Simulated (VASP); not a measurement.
A run of VASP 6.6.1 is set up as follows.

Contents of INCAR:

```
PREC     = Accurate       # precision mode
ENCUT    = 520            # plane-wave cutoff, eV
EDIFF    = 1E-6           # SCF threshold, eV
ISMEAR   = -1             # smearing method
SIGMA    = 0.05           # smearing width, eV
LREAL    = F              # projectors in reciprocal space
LASPH    = T              # aspherical terms in the spheres
NELM     = 150            # most SCF steps
ALGO     = Normal         # electronic algorithm
ISIF     = 2              # what is computed and relaxed
LWAVE    = F              # write WAVECAR
LCHARG   = F              # write CHGCAR
MAGMOM   = 0 0 0 0 0 0    # initial moments
LORBIT   = 11             # projections on sites
LSORBIT  = T              # spin-orbit coupling
GGA_COMPAT= F            
LORBMOM  = T            
LMAXMIX  = 4              # l up to which the mixer works
GGA      = PS             # functional
NBANDS   = 32             # bands
```

The input KPOINTS:

```
Automatic mesh
0
Gamma
  8 8 4
```

POSCAR

```
Pd
1.0
    2.7836650458      0.0000000000      0.0000000000
   -1.3918325229      2.4107246453      0.0000000000
    0.0000000000      0.0000000000      4.6288930000
Pd
2
Direct
    0.3333333333      0.6666666667      0.2500000000
    0.6666666667      0.3333333333      0.7500000000
```

Potentials or basis: VASP PAW PBE potentials, release 64 (Pd).

The run is started by

```sh
$ cat potpaw_PBE.64/Pd/POTCAR > POTCAR
$ mpirun -np 1 vasp_ncl > vasp.out
```

(1) Predict the net moment.

(2) Estimate the pressure.

## Answers

(1) 0.00 μB per cell.

(2) -10.3 GPa.

Caveat: the PAW data sets were made with another functional, which shifts forces and pressure a little.
